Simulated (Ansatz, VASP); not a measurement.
**GaN in VASP and in Ansatz**

File INCAR:

```
SYSTEM = GaN
PREC = Accurate ; ENCUT = 520
EDIFF = 1E-6 ; ISMEAR = 0
SIGMA = 0.05 ; LREAL = .False.
LASPH = .True. ; NELM = 100
ALGO = Normal ; ISIF = 2
LWAVE = .False. ; LCHARG = .True.
GGA = PE ; LELF = .True.
LVHAR = .True. ; NBANDS = 16
```

The input KPOINTS:

```
regular mesh
0
Gamma
  10 10 10
  0 0 0
```

The input POSCAR:

```
GaN
1.0
    0.0000000000      2.1408255771      2.3098381227
    2.1408255771      0.0000000000      2.3098381227
    2.1408255771      2.1408255771      0.0000000000
Ga N
1 1
Direct
    0.0000000000      0.0000000000      0.0000000000
    0.7500000000      0.7500000000      0.7500000000
```

Input for Ansatz:

```yaml
crystal:
  lattice:
    - [0.0, 2.1408255771, 2.3098381227]
    - [2.1408255771, 0.0, 2.3098381227]
    - [2.1408255771, 2.1408255771, 0.0]
  atoms:
    - { symbol: Ga, position: [0.0, 0.0, 0.0] }
    - { symbol: "N", position: [0.75, 0.75, 0.75] }
basis:
  ecutwfc: 420
kpoints:
  mp_grid: { grid: [10, 10, 10] }
hamiltonian:
  xc: pbe
scf:
  occupations: { method: gaussian, width: 0.05 }
output:
  forces: true
  stress: true
  eigenvalues: true
```

Change from the starting cell: strain -0.050 along x and y, +0.025 along z, atoms carried along.

Alike in both runs: task single point; functional PBE; k mesh 10 × 10 × 10; occupations gaussian, width 0.05 eV; no spin polarisation.

|  | VASP | Ansatz |
| --- | --- | --- |
| version | VASP 6.6.1 | Ansatz 0.2.0 |
| potentials or method | VASP PAW PBE potentials, release 64 (Ga_d, N), cutoff 520 eV | scalar-relativistic, plane waves, PAW |
| valence electrons in the cell | 18 | 18 |

```csv
,VASP,Ansatz,Ansatz less VASP
gap on the k mesh at the Fermi level (eV),2.07,2.06,-0.013
least direct gap on the mesh (eV),2.07,2.06,-0.013
pressure (GPa),22.3,22.3,+0.05
"traceless stress, the component that is largest in VASP (GPa)",-7.00,-6.95,+0.050
```

With one functional, cell and mesh, what is left measures potentials, basis and numerics.
